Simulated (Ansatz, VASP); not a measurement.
**O in VASP and in Ansatz**

```
O
1.0
     1.44208    0.83258    3.45315
    -1.44208    0.83258    3.45315
     0.00000   -1.66517    3.45315
O
2
Cartesian
  0.0000 0.0000 0.5977
  0.0000 0.0000 9.7617
```

Change from the starting cell: volume scaled by 1.04, crystal datasets.

Alike in both runs: task electric field gradients; functional PBE; k mesh 10 × 10 × 10; occupations fermi-dirac, width 0.02 eV; no spin polarisation.

|  | VASP | Ansatz |
| --- | --- | --- |
| version | VASP 6.6.1 | Ansatz 0.2.0 |
| potentials or method | VASP PAW PBE potentials, release 64 (O), cutoff 520 eV | all-electron PAW with datasets made for the crystal, scalar-relativistic |

```csv
,VASP,Ansatz,Ansatz less VASP
pressure (GPa),4.8,1.4,-3.35
"traceless stress, the component that is largest in VASP (GPa)",22.15,14.76,-7.388
rms of the force components (eV/Å),1.623,0.781,-0.8425
size of Vzz on the site where it differs most (V/Å²),123.3,116.5,-6.83
```

Atom by atom the forces differ by 0.843 eV/Å (rms over components). Ansatz ran all-electron here, and VASP with PAW potentials.

Noted on VASP's run: the standard files for N, O and F lose accuracy on very short bonds; spin is off for a triplet molecule.
